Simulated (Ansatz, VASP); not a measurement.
Si3Bi in VASP and in Ansatz

File INCAR:

```
SYSTEM = Si3Bi
ALGO = Normal ; EDIFF = 1E-6
EDIFFG = -0.04 ; ENCUT = 600
GGA = PE ; IBRION = 2
ISIF = 3 ; ISMEAR = 0
LASPH = .True. ; LCHARG = .False.
LREAL = .False. ; LWAVE = .False.
NELM = 100 ; NSW = 90
PREC = Accurate ; SIGMA = 0.1
```

The input KPOINTS:

```
k-points
0
Gamma
  4 4 4
  0 0 0
```

File POSCAR:

```
Si3Bi
1.0
   -2.7323047800      2.7323047800      2.7323047800
    2.7323047800     -2.7323047800      2.7323047800
    2.7323047800      2.7323047800     -2.7323047800
Si Bi
3 1
Direct
    0.0000000000      0.5000000000      0.5000000000
    0.5000000000      0.0000000000      0.5000000000
    0.5000000000      0.5000000000      0.0000000000
    0.0000000000      0.0000000000      0.0000000000
```

Input for Ansatz:

```yaml
crystal:
  lattice:
    - [-2.73230478, 2.73230478, 2.73230478]
    - [2.73230478, -2.73230478, 2.73230478]
    - [2.73230478, 2.73230478, -2.73230478]
  atoms:
    - { symbol: Si, position: [0.0, 0.5, 0.5] }
    - { symbol: Si, position: [0.5, 0.0, 0.5] }
    - { symbol: Si, position: [0.5, 0.5, 0.0] }
    - { symbol: Bi, position: [0.0, 0.0, 0.0] }
basis:
  ecutwfc: 420
kpoints:
  mp_grid: { grid: [4, 4, 4] }
hamiltonian:
  xc: pbe
scf:
  occupations: { method: gaussian, width: 0.1 }
  lower_state_search: "off"
output:
  forces: true
  stress: true
  eigenvalues: true
relax:
  adjacent_minimum: "off"
  f_tol: 0.04
  max_steps: 70
  cell: { stress_tol: 0.4 }
```

Alike in both runs: task relaxation of cell and atoms; functional PBE; k mesh 4 × 4 × 4; occupations gaussian, width 0.1 eV; no spin polarisation.

|  | VASP | Ansatz |
| --- | --- | --- |
| version | VASP 6.6.1 | Ansatz 0.2.0 |
| potentials or method | VASP PAW PBE potentials, release 64 (Si, Bi_d), cutoff 600 eV | scalar-relativistic, plane waves, PAW |
| valence electrons in the cell | 27 | 27 |

VASP gave:

| Property | Result |
| --- | --- |
| gap on the k mesh at the Fermi level, each at its own relaxed structure (eV) | none |
| relaxed volume (Å³/atom) | 21.25 |
| relaxed cell length with the largest relative difference (Å) | 4.797 |

Problem. What did Ansatz give for the same quantities?

Solution. gap on the k mesh at the Fermi level, each at its own relaxed structure (eV): none; relaxed volume (Å³/atom): 21.26; relaxed cell length with the largest relative difference (Å): 4.798.

A gap of «none» marks a metal or a gap that the smearing closes.

The k mesh is coarse, so the values compare programs but aren't converged. Neither program's run includes spin-orbit coupling.
